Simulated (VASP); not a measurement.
# PbSe (Fm-3m) in VASP: settings compared, part 2 of 2

VASP 6.6.1. The steps go on from the part before.

### 4 Single point, PBE

INCAR

```
PREC = Accurate
ENCUT = 520
EDIFF = 1E-6
ISMEAR = -1
SIGMA = 0.01
LREAL = F
LASPH = T
NELM = 60
ALGO = Normal
ISIF = 2
LWAVE = F
LCHARG = F
GGA = PE
NBANDS = 17
```

KPOINTS

```
Automatic mesh
0
Gamma
  9 9 9
```

POSCAR

```
PbSe
1.0
    0.0000000000      3.0621500000      3.0621500000
    3.0621500000      0.0000000000      3.0621500000
    3.0621500000      3.0621500000      0.0000000000
Pb Se
1 1
Direct
    0.0000000000      0.0000000000      0.0000000000
    0.5000000000      0.5000000000      0.5000000000
```

Potentials or basis: VASP PAW PBE potentials, release 64 (Pb_d, Se).

The run is started by

```sh
cat potpaw_PBE.64/Pb_d/POTCAR potpaw_PBE.64/Se/POTCAR > POTCAR
mpirun -np 1 vasp_std > vasp.out
```

OUTCAR:

```text
PREC = Accurate
   ENCUT = 520
   EDIFF = 1E-6
   ISMEAR = -1
   LREAL = F
   LASPH = T
   NELM = 60
   ISIF = 2
   GGA = PE

 ion  position               nearest neighbor table
   1  0.000  0.000  0.000-   2 3.06   2 3.06   2 3.06   2 3.06   2 3.06   2 3.06
   2  0.500  0.500  0.500-   1 3.06   1 3.06   1 3.06   1 3.06   1 3.06   1 3.06

  LATTYP: Found a face centered cubic cell.
 ALAT       =     6.1243000000

  Lattice vectors:

 A1 = (   0.0000000000,   3.0621500000,   3.0621500000)
 A2 = (   3.0621500000,   0.0000000000,   3.0621500000)
 A3 = (   3.0621500000,   3.0621500000,   0.0000000000)

Analysis of symmetry for initial positions (statically):
=====================================================================
 Subroutine PRICEL returns:
 Original cell was already a primitive cell.

 Routine SETGRP: Setting up the symmetry group for a
 face centered cubic supercell.

 Subroutine GETGRP returns: Found 48 space group operations
 (whereof 48 operations were pure point group operations)
 out of a pool of 48 trial point group operations.

The static configuration has the point symmetry O_h .

Analysis of symmetry for dynamics (positions and initial velocities):
=====================================================================
 Subroutine PRICEL returns:
 Original cell was already a primitive cell.

 Routine SETGRP: Setting up the symmetry group for a
 face centered cubic supercell.

 Subroutine GETGRP returns: Found 48 space group operations
 (whereof 48 operations were pure point group operations)
 out of a pool of 48 trial point group operations.

The dynamic configuration has the point symmetry O_h .

 Subroutine INISYM returns: Found 48 space group operations
 (whereof 48 operations are pure point group operations),
 and found     1 'primitive' translations

----------------------------------------------------------------------------------------

                                     Primitive cell

  volume of cell :      57.4261

  direct lattice vectors                    reciprocal lattice vectors
     0.000000000  3.062150000  3.062150000    -0.163283967  0.163283967  0.163283967
     3.062150000  0.000000000  3.062150000     0.163283967 -0.163283967  0.163283967
     3.062150000  3.062150000  0.000000000     0.163283967  0.163283967 -0.163283967

  length of vectors
     4.330534060  4.330534060  4.330534060     0.282816127  0.282816127  0.282816127

  position of ions in fractional coordinates (direct lattice)
     0.000000000  0.000000000  0.000000000
     0.500000000  0.500000000  0.500000000

  ion indices of the primitive-cell ions
   primitive index   ion index
                 1           1
                 2           2

----------------------------------------------------------------------------------------

 KPOINTS: Automatic mesh

Automatic generation of k-mesh.
 Grid dimensions read from file:
 generate k-points for:    9    9    9

 Generating k-lattice:

  Cartesian coordinates                     Fractional coordinates (reciprocal lattice)
    -0.018142663  0.018142663  0.018142663     0.111111111  0.000000000  0.000000000
     0.018142663 -0.018142663  0.018142663     0.000000000  0.111111111  0.000000000
     0.018142663  0.018142663 -0.018142663     0.000000000  0.000000000  0.111111111

  Length of vectors
     0.031424014  0.031424014  0.031424014

  Shift w.r.t. Gamma in fractional coordinates (k-lattice)
     0.000000000  0.000000000  0.000000000

 Subroutine IBZKPT returns following result:
 ===========================================

 Found     35 irreducible k-points:

 Following reciprocal coordinates:
            Coordinates               Weight
  0.000000  0.000000  0.000000      1.000000
  0.111111  0.000000  0.000000      8.000000
  0.222222  0.000000  0.000000      8.000000
  0.333333  0.000000  0.000000      8.000000
  0.444444  0.000000  0.000000      8.000000
  0.111111  0.111111  0.000000      6.000000
[... 16 lines left out ...]
 -0.333333  0.333333  0.000000     12.000000
  0.444444  0.444444  0.000000      6.000000
 [... further k-points ...]
   k-points           NKPTS =     35   k-points in BZ     NKDIM =     35   number of bands    NBANDS=     17
   number of dos      NEDOS =    301   number of ions     NIONS =      2
   total plane-waves  NPLWV =  32768
   dimension x,y,z NGX =    32 NGY =   32 NGZ =   32
   dimension x,y,z NGXF=    64 NGYF=   64 NGZF=   64
   ions per type =               1   1
   NGX,Y,Z   is equivalent  to a cutoff of  12.28, 12.28, 12.28 a.u.
   NGXF,Y,Z  is equivalent  to a cutoff of  24.57, 24.57, 24.57 a.u.
 SYSTEM =  unknown system
   PREC   = accura    normal or accurate (medium, high low for compatibility)
   ISTART =      0    job   : 0-new  1-cont  2-samecut
   ICHARG =      2    charge: 1-file 2-atom 10-const
   ISPIN  =      1    spin polarized calculation?
   LNONCOLLINEAR =      F non collinear calculations
   LSORBIT =      F    spin-orbit coupling
   LASPH  =      T    aspherical Exc in radial PAW
   ENCUT  =  520.0 eV  38.22 Ry    6.18 a.u.   8.05  8.05  8.05*2*pi/ulx,y,z
   NELM   =     60;   NELMIN=  2; NELMDL= -5     # of ELM steps
   EDIFF  = 0.1E-05   stopping-criterion for ELM
   LREAL  =      F    real-space projection
   EDIFFG = 0.1E-04   stopping-criterion for IOM
   NSW    =      0    number of steps for IOM
   IBRION =     -1    ionic relax: 0-MD 1-quasi-New 2-CG
   NFREE  =      0    steps in history (QN), initial steepest desc. (CG)
   ISIF   =      2    stress and relaxation
   ISYM   =      2    0-nonsym 1-usesym 2-fastsym
   POTIM  = 0.5000    time-step for ionic-motion
   TEBEG  =    0.0;   TEEND  =   0.0 temperature during run
   PSTRESS=    0.0 pullay stress
   NELECT =      20.0000    total number of electrons
   NUPDOWN=      -1.0000    fix difference up-down
   EMIN   =  10.00;   EMAX   =-10.00  energy-range for DOS
   EFERMI =   0.00;   METHOD = LEGACY
   ISMEAR =    -1;   SIGMA  =   0.01  broadening in eV -4-tet -1-fermi 0-gaus
   EFERMI_NEDOS =   21; number of points for ismear=-14 and -15
   IALGO  =     38    algorithm
   IMIX   =      4    mixing-type and parameters
     AMIX     =   0.40;   BMIX     =  1.00
     AMIX_MAG =   1.60;   BMIX_MAG =  1.00
  volume/ion in A,a.u.               =      28.71       193.77
  Fermi-wavevector in a.u.,A,eV,Ry     =   1.151812  2.176610 18.050462  1.326672
  Thomas-Fermi vector in A             =   2.288467
   LORBIT       =      0    0 simple, 1 ext, 2 COOP (PROOUT), +10 PAW based schemes
   GGA     = PE    functional components
   LHFCALC =     F    Hartree Fock is set to
   AEXX    =    0.0000 exact exchange contribution
   IVDW    =     0    specifies the selected vdW correction
   LEPSILON=     F    determine dielectric tensor
   LRPA    =     F    only Hartree local field effects (RPA)
 non-spin polarized calculation
  energy-cutoff  :      520.00
  volume of cell :       57.43
 maximum number of plane-waves:      1565
   NGX = 17   NGY = 17   NGZ = 17

 number of electron      20.0000000 magnetization

 Free energy of the ion-electron system (eV)
  ---------------------------------------------------
  ext. energy  EPLUGINS =         0.00000000
  ---------------------------------------------------
  free energy    TOTEN  =        -8.17954502 eV

  energy without entropy =       -8.17954502  energy(sigma->0) =       -8.17954502

 E-fermi :   5.1361     XC(G=0):  -9.5236

 val. band max:        4.8725520995   @ k =   0.4444   0.0000   0.0000
 cond. band min:       5.5671148345   @ k =   0.4444   0.0000   0.0000
 fundamental gap:      0.6945627350
 Fermi energy:         5.1360999776

 k-point     1 :       0.0000    0.0000    0.0000
  band No.  band energies     occupation
      1     -11.7837      2.00000
      2     -11.7837      2.00000
      3     -11.7837      2.00000
      4     -11.7796      2.00000
      5     -11.7796      2.00000
      6      -8.5314      2.00000
[... 9 lines left out ...]
     16      11.5697      0.00000
     17      13.2288      0.00000
[... 441 lines left out ...]
 k-point    24 :       0.4444    0.4444    0.0000
  band No.  band energies     occupation
      1     -11.9009      2.00000
      2     -11.8011      2.00000
      3     -11.7613      2.00000
      4     -11.7407      2.00000
      5     -11.7407      2.00000
      6      -7.1583      2.00000
[... 9 lines left out ...]
     16      16.5422      0.00000
     17      17.6142      0.00000

 [... further k-points ...]

------------------------ aborting loop because EDIFF is reached ----------------------------------------

  FORCE on cell =-STRESS in cart. coord.  units (eV):
  Direction    XX          YY          ZZ          XY          YZ          ZX
  --------------------------------------------------------------------------------------
  -------------------------------------------------------------------------------------
  Total        0.8270642      0.8270642      0.8270642     -0.0000000     -0.0000000      0.0000000
  in kB       23.0749327     23.0749327     23.0749327     -0.0000000     -0.0000000      0.0000000
  external PRESSURE =      23.0749327 kB  Pullay stress =       0.0000000 kB

 VOLUME and BASIS-vectors are now :
 -----------------------------------------------------------------------------
  energy-cutoff  :      520.00
  volume of cell :       57.43
      direct lattice vectors                 reciprocal lattice vectors
     0.000000000  3.062150000  3.062150000    -0.163283967  0.163283967  0.163283967
     3.062150000  0.000000000  3.062150000     0.163283967 -0.163283967  0.163283967
     3.062150000  3.062150000  0.000000000     0.163283967  0.163283967 -0.163283967

 POSITION                                       TOTAL-FORCE (eV/Angst)
 -----------------------------------------------------------------------------------
      0.00000      0.00000      0.00000        -0.000000     -0.000000      0.000000
      3.06215      3.06215      3.06215         0.000000      0.000000     -0.000000
 -----------------------------------------------------------------------------------
    total drift:                                0.000000     -0.000000     -0.000000

  FREE ENERGIE OF THE ION-ELECTRON SYSTEM (eV)
  ---------------------------------------------------
  free  energy   TOTEN  =        -8.1795450196 eV

  energy  without entropy=       -8.1795450196  energy(sigma->0) =       -8.17954502
```

OSZICAR:

```text
N       E                     dE             d eps       ncg     rms          rms(c)
DAV:   1     0.161002700255E+03    0.16100E+03   -0.94448E+03  1198   0.121E+03
DAV:   2     0.377717009461E+01   -0.15723E+03   -0.15205E+03  1234   0.312E+02
DAV:   3    -0.817296398385E+01   -0.11950E+02   -0.11843E+02  1517   0.917E+01
DAV:   4    -0.845991096274E+01   -0.28695E+00   -0.28674E+00  1494   0.154E+01
DAV:   5    -0.846877920778E+01   -0.88682E-02   -0.88678E-02  1681   0.272E+00    0.277E+00
DAV:   6    -0.818121342445E+01    0.28757E+00   -0.71034E-01  1830   0.577E+00    0.157E+00
DAV:   7    -0.817649555016E+01    0.47179E-02   -0.12056E-01  1470   0.167E+00    0.856E-01
DAV:   8    -0.817992139222E+01   -0.34258E-02   -0.13145E-02  1439   0.124E+00    0.163E-01
DAV:   9    -0.817947542763E+01    0.44596E-03   -0.28572E-03  1851   0.520E-01    0.512E-02
DAV:  10    -0.817953816218E+01   -0.62735E-04   -0.22939E-04  1395   0.859E-02    0.190E-02
DAV:  11    -0.817954502314E+01   -0.68610E-05   -0.61182E-05  1606   0.778E-02    0.888E-03
DAV:  12    -0.817954501958E+01    0.35534E-08   -0.32551E-06  1428   0.127E-02
   1 F= -.81795450E+01 E0= -.81795450E+01  d E =-.215124E-13
```

Wall time 21 s (1 thread of Intel Xeon Platinum 8488C (Sapphire Rapids), shared host); peak memory 0.19 GiB.

What came out:

- Free energy: -8.1795 eV
- Pressure: 2.3 GPa

Caveat: this odd mesh misses L, so gap, dielectric constants and Born charges aren't listed; spin-orbit coupling is left out, which moves the levels of the heavy elements.

### 5 Summary

```csv
level,potentials or basis,pressure (GPa)
LDA,"VASP PAW LDA potentials, release 64 (Pb_d, Se)",-2.1
PBEsol,"VASP PAW PBE potentials, release 64 (Pb_d, Se)",-0.6
PBE,"VASP PAW PBE potentials, release 64 (Pb_d, Se)",2.3
```

Alike in all rows: task single point; no spin polarisation; cell as given; k mesh 9 × 9 × 9; cutoff (eV) 520; smearing fermi-dirac 0.01 eV.

Caveats: spin-orbit coupling is left out, which moves the levels of the heavy elements; the PAW data sets were made with another functional, which shifts forces and pressure a little (at least some runs).

Absolute energies hang on the potentials; compare differences alone.
